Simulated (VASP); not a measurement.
A run of VASP 6.6.1 is set up as follows.

File INCAR:

```
SYSTEM = Fe2Rh
PREC     = Accurate       ! precision mode
ENCUT    = 520            ! plane-wave cutoff, eV
EDIFF    = 1E-6           ! SCF threshold, eV
ISMEAR   = 0              ! smearing method
SIGMA    = 0.1            ! smearing width, eV
LREAL    = .FALSE.        ! projectors in reciprocal space
LASPH    = .TRUE.         ! aspherical terms in the spheres
NELM     = 150            ! most SCF steps
ALGO     = Normal         ! electronic algorithm
ISIF     = 2              ! what is computed and relaxed
LWAVE    = .FALSE.        ! write WAVECAR
LCHARG   = .TRUE.         ! write CHGCAR
ISPIN    = 2              ! spin polarisation
MAGMOM   = 0.37 0.37 0.14 ! initial moments
LORBIT   = 11             ! projections on sites
LMAXMIX  = 4              ! l up to which the mixer works
GGA      = PE             ! functional
LELF     = .TRUE.         ! ELF
LVHAR    = .TRUE.       
NBANDS   = 26             ! bands
```

File KPOINTS:

```
Automatic mesh
0
G
  6 6 6
  0 0 0
```

File POSCAR:

```
Fe2Rh
1.0
    4.0501673182      0.0000000000      0.0000000000
   -2.0250836591      3.5075477871      0.0000000000
    0.0000000000      0.0000000000      2.5624767930
Fe Rh
2 1
Direct
    0.3333333333      0.6666666667      0.5000000000
    0.6666666667      0.3333333333      0.5000000000
    0.0000000000      0.0000000000      0.0000000000
```

Potentials or basis: VASP PAW PBE potentials, release 64 (Fe, Rh_pv).

The run is started by

```sh
$ cat potpaw_PBE.64/Fe/POTCAR potpaw_PBE.64/Rh_pv/POTCAR > POTCAR
$ mpirun -np 1 vasp_std > vasp.out
```

(1) Estimate the site moments.

(2) Estimate the net moment.

(3) Estimate the pressure.

Answers

(1) Fe +1.70; Rh +0.06 μB.

(2) 3.47 μB per cell.

(3) -0.1 GPa.

Caveat: the k points lie up to 0.41 Å⁻¹ apart.
